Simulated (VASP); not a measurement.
WC, 2 atoms in the cell. It takes space group Cm (No. 8, monoclinic). Conventional cell: a = 5.024 Å, b = 2.901 Å, c = 2.829 Å, α = 90.00°, β = 90.00°, γ = 90.00°. Within 2.9 Å of W (site symmetry m) lie 6 C at 2.16 to 2.24 Å and 2 W at 2.83 Å. C (site symmetry m) has 6 W at 2.16 to 2.24 Å and 2 C at 2.83 Å within 2.9 Å.  This cell differs from its parent crystal: all C atoms moved -0.050 Å, as atom 2 towards its neighbour atom 1 (W) at 2.192 Å.

```yaml
Program: VASP 6.6.1
Task: single point
Functional: PBE
Potentials_or_basis: VASP PAW PBE potentials, release 64 (W_sv, C)
Cutoff: 520 eV
k_mesh: 18 × 18 × 16
Occupations: gaussian, width 0.15 eV
Spin: no spin polarisation
Dipole_correction: no
Further_INCAR_settings: ALGO = Normal; EDIFF = 1e-06; NBANDS = 16
```

Potentials or basis: VASP PAW PBE potentials, release 64 (W_sv, C).

Launch:

```sh
$ cat potpaw_PBE.64/W_sv/POTCAR potpaw_PBE.64/C/POTCAR > POTCAR
$ mpirun -np 1 vasp_std > vasp.out
```

Hardware: 1 thread of Intel Xeon 6975P-C, with other jobs on the host.

**Question.** Estimate the wall time of this run.

**Answer.** It took 3.4 min on 1 thread of Intel Xeon 6975P-C, on a shared host, peak memory 0.53 GiB. Counts: scf iterations 12, k points 1379.
